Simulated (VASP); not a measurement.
# Y in VASP: further runs

Y is run at these levels: PBE; tasks: single point.

Program: VASP 6.6.1. These are calculated values, not measurements. Logs are shortened: lines on timing, memory, paths and dates and some standing lists are left out, and cuts for length are marked.

## 1. The cell of the first run

The structure is monoclinic, space group C2/m (No. 12). Conventional cell: a = 6.325 Å, b = 3.651 Å, c = 5.747 Å, α = 90.00°, β = 90.00°, γ = 90.00°. Within 4.5 Å of Y (site symmetry m) lie 12 Y at 3.42 to 3.68 Å.

## 2. Single point, PBE (atom 1 (Y) moved by (+0.100, -0.100) A along y and z)

INCAR reads:

```
SYSTEM = Y
PREC = Accurate
ENCUT = 520
EDIFF = 1E-6
ISMEAR = 0
SIGMA = 0.15
LREAL = .FALSE.
LASPH = .TRUE.
NELM = 60
ALGO = Fast
ISIF = 2
LWAVE = .FALSE.
LCHARG = .FALSE.
GGA = PE
NBANDS = 18
```

KPOINTS reads:

```
Automatic mesh
0
G
  18 18 8
  0 0 0
```

POSCAR reads:

```
Y
1.0
    3.6514992371      0.0000000000      0.0000000000
   -1.8257496185      3.1622911012      0.0000000000
    0.0000000000      0.0000000000      5.7474000000
Y
2
Direct
    0.3491446544      0.6982893089      0.2326008282
    0.6666666667      0.3333333333      0.7500000000
```

Potentials or basis: VASP PAW PBE potentials, release 64 (Y_sv).

Command:

```console
$ cat potpaw_PBE.64/Y_sv/POTCAR > POTCAR
$ mpirun -np 1 vasp_std > vasp.out
```

OUTCAR:

```text
SYSTEM = Y
   PREC = Accurate
   ENCUT = 520
   EDIFF = 1E-6
   ISMEAR = 0
   LREAL = .FALSE.
   LASPH = .TRUE.
   NELM = 60
   ISIF = 2
   GGA = PE

 ion  position               nearest neighbor table
   1  0.349  0.698  0.233-   2 3.42   2 3.52   2 3.52   2 3.59   2 3.68   2 3.68
   2  0.667  0.333  0.750-   1 3.42   1 3.52   1 3.52   1 3.59   1 3.68   1 3.68

  LATTYP: Found a hexagonal cell.
 ALAT       =     3.6514992371
 C/A-ratio  =     1.5739836234

  Lattice vectors:

 A1 = (   3.6514992371,   0.0000000000,   0.0000000000)
 A2 = (  -1.8257496185,   3.1622911012,   0.0000000000)
 A3 = (   0.0000000000,   0.0000000000,   5.7474000000)

Analysis of symmetry for initial positions (statically):
=====================================================================
 Subroutine PRICEL returns:
 Original cell was already a primitive cell.

 Routine SETGRP: Setting up the symmetry group for a
 hexagonal supercell.

 Subroutine GETGRP returns: Found  4 space group operations
 (whereof  2 operations were pure point group operations)
 out of a pool of 24 trial point group operations.

The static configuration has the point symmetry C_1h.
 The point group associated with its full space group is C_2h.

Analysis of symmetry for dynamics (positions and initial velocities):
=====================================================================
 Subroutine PRICEL returns:
 Original cell was already a primitive cell.

 Routine SETGRP: Setting up the symmetry group for a
 hexagonal supercell.

 Subroutine GETGRP returns: Found  4 space group operations
 (whereof  2 operations were pure point group operations)
 out of a pool of 24 trial point group operations.

The dynamic configuration has the point symmetry C_1h.
 The point group associated with its full space group is C_2h.

 Subroutine INISYM returns: Found  4 space group operations
 (whereof  2 operations are pure point group operations),
 and found     1 'primitive' translations

----------------------------------------------------------------------------------------

                                     Primitive cell

  volume of cell :      66.3658

  direct lattice vectors                    reciprocal lattice vectors
     3.651499237  0.000000000  0.000000000     0.273860115  0.158113211  0.000000000
    -1.825749618  3.162291101  0.000000000     0.000000000  0.316226422  0.000000000
[... 83 lines left out ...]
   ENCUT  =  520.0 eV  38.22 Ry    6.18 a.u.   6.79  6.79 10.69*2*pi/ulx,y,z
   NELM   =     60;   NELMIN=  2; NELMDL= -5     # of ELM steps
   EDIFF  = 0.1E-05   stopping-criterion for ELM
   LREAL  =      F    real-space projection
   EDIFFG = 0.1E-04   stopping-criterion for IOM
   NSW    =      0    number of steps for IOM
   IBRION =     -1    ionic relax: 0-MD 1-quasi-New 2-CG
   NFREE  =      0    steps in history (QN), initial steepest desc. (CG)
   ISIF   =      2    stress and relaxation
   ISYM   =      2    0-nonsym 1-usesym 2-fastsym
   POTIM  = 0.5000    time-step for ionic-motion
   TEBEG  =    0.0;   TEEND  =   0.0 temperature during run
   PSTRESS=    0.0 pullay stress
   NELECT =      22.0000    total number of electrons
   NUPDOWN=      -1.0000    fix difference up-down
   EMIN   =  10.00;   EMAX   =-10.00  energy-range for DOS
   EFERMI =   0.00;   METHOD = LEGACY
   ISMEAR =     0;   SIGMA  =   0.15  broadening in eV -4-tet -1-fermi 0-gaus
   EFERMI_NEDOS =   21; number of points for ismear=-14 and -15
   IALGO  =     68    algorithm
   IMIX   =      4    mixing-type and parameters
     AMIX     =   0.40;   BMIX     =  1.00
     AMIX_MAG =   1.60;   BMIX_MAG =  1.00
  volume/ion in A,a.u.               =      33.18       223.93
  Fermi-wavevector in a.u.,A,eV,Ry     =   1.133011  2.141081 17.465997  1.283715
  Thomas-Fermi vector in A             =   2.269713
   LORBIT       =      0    0 simple, 1 ext, 2 COOP (PROOUT), +10 PAW based schemes
   GGA     = PE    functional components
   LHFCALC =     F    Hartree Fock is set to
   AEXX    =    0.0000 exact exchange contribution
   IVDW    =     0    specifies the selected vdW correction
   LEPSILON=     F    determine dielectric tensor
   LRPA    =     F    only Hartree local field effects (RPA)
 non-spin polarized calculation
 RMM-DIIS sequential band-by-band and
 Gauss-broadening in eV      SIGMA  =   0.15
  energy-cutoff  :      520.00
  volume of cell :       66.37
 maximum number of plane-waves:      1818
   NGX = 13   NGY = 13   NGZ = 21

 number of electron      22.0000001 magnetization

 Free energy of the ion-electron system (eV)
  ---------------------------------------------------
  ext. energy  EPLUGINS =         0.00000000
  ---------------------------------------------------
  free energy    TOTEN  =       -12.86335102 eV

  energy without entropy =      -12.81721414  energy(sigma->0) =      -12.84028258

 E-fermi :   2.9427     XC(G=0):  -9.3843

 val. band max:        2.9425282541   @ k =  -0.1111   0.2778   0.0000
 cond. band min:       2.9434515380   @ k =  -0.2222   0.5000   0.2500
 fundamental gap:      0.0009232839
 Fermi energy:         2.9427252688

 k-point     1 :       0.0000    0.0000    0.0000
  band No.  band energies     occupation
      1     -39.7598      2.00000
      2     -39.6875      2.00000
      3     -20.0266      2.00000
      4     -19.5724      2.00000
      5     -19.5514      2.00000
      6     -19.4805      2.00000
[... 481 lines left out ...]
      5     -19.5997      2.00000
      6     -19.5479      2.00000
[... 10 lines left out ...]
     17       5.4996      0.00000
     18       5.7875      0.00000

 [... further k-points ...]

------------------------ aborting loop because EDIFF is reached ----------------------------------------

  FORCE on cell =-STRESS in cart. coord.  units (eV):
  Direction    XX          YY          ZZ          XY          YZ          ZX
  --------------------------------------------------------------------------------------
  -------------------------------------------------------------------------------------
  Total       -0.2629575      0.0074058     -0.2572995      0.0000000     -0.0552078     -0.0000000
  in kB       -6.3482150      0.1787873     -6.2116229      0.0000000     -1.3328041     -0.0000000
  external PRESSURE =      -4.1270168 kB  Pullay stress =       0.0000000 kB

 VOLUME and BASIS-vectors are now :
 -----------------------------------------------------------------------------
  energy-cutoff  :      520.00
  volume of cell :       66.37
      direct lattice vectors                 reciprocal lattice vectors
     3.651499237  0.000000000  0.000000000     0.273860115  0.158113211  0.000000000
    -1.825749618  3.162291101  0.000000000     0.000000000  0.316226422  0.000000000
     0.000000000  0.000000000  5.747400000     0.000000000  0.000000000  0.173991718

 POSITION                                       TOTAL-FORCE (eV/Angst)
 -----------------------------------------------------------------------------------
     -0.00000      2.20819      1.33685        -0.000000     -0.125884      0.333806
      1.82575      1.05410      4.31055         0.000000      0.125884     -0.333806
 -----------------------------------------------------------------------------------
    total drift:                               -0.000000     -0.000000     -0.000002

  FREE ENERGIE OF THE ION-ELECTRON SYSTEM (eV)
  ---------------------------------------------------
  free  energy   TOTEN  =       -12.8633510241 eV

  energy  without entropy=      -12.8172141380  energy(sigma->0) =      -12.84028258
```

OSZICAR:

```text
N       E                     dE             d eps       ncg     rms          rms(c)
DAV:   1     0.886440089602E+02    0.88644E+02   -0.11286E+04 25036   0.116E+03
DAV:   2    -0.570255062176E+01   -0.94347E+02   -0.92791E+02 31030   0.260E+02
DAV:   3    -0.130558448237E+02   -0.73533E+01   -0.72868E+01 43976   0.430E+01
[... 11 lines left out ...]
RMM:  15    -0.128633369098E+02    0.66643E-05   -0.97479E-05 40651   0.681E-02    0.334E-02
RMM:  16    -0.128633421725E+02   -0.52627E-05   -0.41461E-05 42315   0.249E-02    0.321E-02
RMM:  17    -0.128633471550E+02   -0.49825E-05   -0.19843E-05 36279   0.159E-02    0.559E-02
RMM:  18    -0.128633508750E+02   -0.37200E-05   -0.12482E-05 33828   0.191E-02    0.312E-02
RMM:  19    -0.128633510241E+02   -0.14912E-06   -0.78250E-06 27833   0.140E-02
   1 F= -.12863351E+02 E0= -.12840283E+02  d E =-.461369E-01
```

stdout:

```text
POSCAR found type information on POSCAR Y
 POSCAR found :  1 types and       2 ions
 scaLAPACK will be used
 LDA part: xc-table for (Slater+PW92), standard interpolation
 POSCAR, INCAR and KPOINTS ok, starting setup
 FFT: planning ... GRIDC
 FFT: planning ... GRID_SOFT
 FFT: planning ... GRID
 WAVECAR not read
 entering main loop
WARNING in EDDRMM: call to ZHEGV failed, returncode =   8  4     16
WARNING in EDDRMM: call to ZHEGV failed, returncode =   8  4     12
WARNING in EDDRMM: call to ZHEGV failed, returncode =   8  4     12
WARNING in EDDRMM: call to ZHEGV failed, returncode =   6  3     10
WARNING in EDDRMM: call to ZHEGV failed, returncode =   8  4      3
WARNING in EDDRMM: call to ZHEGV failed, returncode =   6  3     17
WARNING in EDDRMM: call to ZHEGV failed, returncode =   6  3      9
WARNING in EDDRMM: call to ZHEGV failed, returncode =   8  4     18
WARNING in EDDRMM: call to ZHEGV failed, returncode =   6  3     12
WARNING in EDDRMM: call to ZHEGV failed, returncode =   8  4     14
[... 9 lines left out ...]
WARNING in EDDRMM: call to ZHEGV failed, returncode =   6  3     14
WARNING in EDDRMM: call to ZHEGV failed, returncode =   6  3     14
WARNING in EDDRMM: call to ZHEGV failed, returncode =   6  3     13
WARNING in EDDRMM: call to ZHEGV failed, returncode =   6  3     15
WARNING in EDDRMM: call to ZHEGV failed, returncode =   6  3     11
WARNING in EDDRMM: call to ZHEGV failed, returncode =   6  3     13
WARNING in EDDRMM: call to ZHEGV failed, returncode =   8  4     18
WARNING in EDDRMM: call to ZHEGV failed, returncode =   6  3     12
WARNING in EDDRMM: call to ZHEGV failed, returncode =   6  3     16
WARNING in EDDRMM: call to ZHEGV failed, returncode =   6  3     10
```

It took 13 min on 1 thread of Intel Xeon Platinum 8488C (Sapphire Rapids), shared host; peak memory 0.82 GiB.

Results:

| Property | Result |
| --- | --- |
| Free energy | -12.8634 eV |
| Pressure | -0.4 GPa |
| Largest force | 0.357 eV/Å |
| Band gap on the k mesh | zero (bands 11 and 12 overlap by 1.29 eV) |

Forces in eV/Å, atoms in the order of the input:
```
Y    0.000 -0.126  0.334
Y    0.000  0.126 -0.334
```

Caveat: the cell differs from its parent crystal (atom 1 (Y) moved by (+0.100, -0.100) A along y and z).

## 3. Single point, PBE (atom 1 (Y) moved by (+0.000, -0.200) A along y and z)

INCAR reads:

```
SYSTEM = Y
  ALGO = Fast
  EDIFF = 1E-6
  ENCUT = 520
  GGA = PE
  ISIF = 2
  ISMEAR = 0
  LASPH = .TRUE.
  LCHARG = .FALSE.
  LREAL = .FALSE.
  LWAVE = .FALSE.
  NBANDS = 18
  NELM = 100
  PREC = Accurate
  SIGMA = 0.15
```

KPOINTS reads:

```
k-points
0
G
  18 18 8
  0 0 0
```

POSCAR, as its differences from that of step 2:

```diff
@@ -8,3 +8,3 @@
 Direct
-    0.3491446544      0.6982893089      0.2326008282
+    0.3333333333      0.6666666667      0.2152016564
     0.6666666667      0.3333333333      0.7500000000
```

Potentials or basis: VASP PAW PBE potentials, release 64 (Y_sv).

Command:

```console
$ cat potpaw_PBE.64/Y_sv/POTCAR > POTCAR
$ mpirun -np 1 vasp_std > vasp.out
```

Run time: 3.5 min. Hardware: 1 thread of Intel Xeon 6975P-C (Granite Rapids), shared host; peak memory 0.42 GiB.

The run converged. Its results:

```yaml
Free_energy: -12.8191 eV
Pressure: -0.1 GPa
Largest_force: 0.681 eV/Å
Band_gap_on_the_k_mesh: zero (bands 11 and 12 overlap by 1.20 eV)
```

Forces in eV/Å, atoms in the order of the input:
```
Y    0.000  0.000  0.681
Y    0.000  0.000 -0.681
```

Stress tensor (GPa, compression positive):
```
-0.22  0.00  0.00
 0.00 -0.22  0.00
 0.00  0.00  0.17
```

Levels at points of the mesh, in eV from the Fermi level:
```csv
k point,band 8,band 9,band 10,band 11,band 12,band 13,band 14,band 15
"(0.00, 0.00, 0.00)",-22.35,-4.63,-1.84,0.79,1.73,1.73,2.22,2.22
"(0.50, 0.00, 0.00)",-22.43,-1.63,-1.20,-0.73,-0.08,1.37,1.48,2.17
"(0.00, 0.00, 0.50)",-22.40,-3.29,-3.14,0.47,1.54,1.64,1.64,1.68
"(0.50, 0.00, 0.50)",-22.47,-1.63,-1.57,-0.04,0.22,1.27,1.59,2.45
```

Caveat: the cell differs from its parent crystal (atom 1 (Y) moved by (+0.000, -0.200) A along y and z).
